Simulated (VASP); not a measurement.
Write the native input for VASP 6.6.1 that does the following.

| Item | Value |
| --- | --- |
| Task | single point |
| Functional | pbe exchange, pbesol correlation |
| Potentials or basis | VASP PAW PBE potentials, release 64 (Ru_pv) |
| Cutoff | 500 eV |
| k mesh | 12 × 12 × 7 |
| Occupations | fermi-dirac, width 0.025 eV |
| Spin | no spin polarisation |
| Dipole correction | no |
| Further INCAR settings | ALGO = Normal; EDIFF = 1e-06; NBANDS = 21 |

The structure of Ru lies in POSCAR:

```
Ru
1.0
    2.5118422100      0.0000000000      0.0000000000
   -1.2559211050      2.1753191642      0.0000000000
    0.0000000000      0.0000000000      3.9749638500
Ru
2
Direct
    0.6666666667      0.3333333333      0.7500000000
    0.3333333333      0.6666666667      0.2500000000
```

These files were run (other wordings do the same):

INCAR

```
SYSTEM = Ru
PREC = Accurate
ENCUT = 500
EDIFF = 1E-6
ISMEAR = -1
SIGMA = 0.025
LREAL = .FALSE.
LASPH = .TRUE.
NELM = 120
ALGO = Normal
ISIF = 2
LWAVE = .FALSE.
LCHARG = .FALSE.
GGA = LIBXC
LIBXC1 = GGA_X_PBE
LIBXC2 = GGA_C_PBE_SOL
NBANDS = 21
GGA_COMPAT = .FALSE.
```

KPOINTS

```
Automatic mesh
0
G
  12 12 7
  0 0 0
```

Potentials or basis: VASP PAW PBE potentials, release 64 (Ru_pv).

Launch:

```sh
$ cat potpaw_PBE.64/Ru_pv/POTCAR > POTCAR
$ mpirun -np 1 vasp_std > vasp.out
```

It gave:

| Property | Result |
| --- | --- |
| Pressure | 134.5 GPa |
| Band gap on the k mesh | zero (bands 14 and 15 overlap by 4.22 eV) |

Caveat: the cell stands under pressure; the PAW data sets were made with another functional, which shifts forces and pressure a little.

Run time: 33 s on 1 thread of Intel(R) Xeon(R) Platinum 8488C (Sapphire Rapids), on a shared host, peak memory 0.15 GiB.
